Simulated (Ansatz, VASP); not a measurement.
**LiBr in VASP and in Ansatz**

```
Li Br
1.0
     0.00000    2.73957    2.73957
     2.73957    0.00000    2.73957
     2.73957    2.73957    0.00000
Li Br
1 1
Direct
  0.00000 0.00000 0.00000
  0.50000 0.50000 0.50000
```

Alike in both runs: task single point; functional PBE; k mesh 6 × 6 × 6; no spin polarisation.

|  | VASP | Ansatz |
| --- | --- | --- |
| version | VASP 6.6.1 | Ansatz 0.2.0 |
| potentials or method | VASP PAW PBE potentials, release 64 (Li_sv, Br) | plane waves, PAW |
| plane-wave cutoff (eV) | 750 | 420 |
| occupations | gaussian, width 0.01 eV | fixed |
| valence electrons in the cell | 10 | 10 |

|  | VASP | Ansatz | Ansatz less VASP |
| --- | --- | --- | --- |
| gap on the k mesh at the Fermi level (eV) | 4.99 | 4.99 | -0.004 |
| pressure (GPa) | 0.4 | 0.5 | +0.05 |
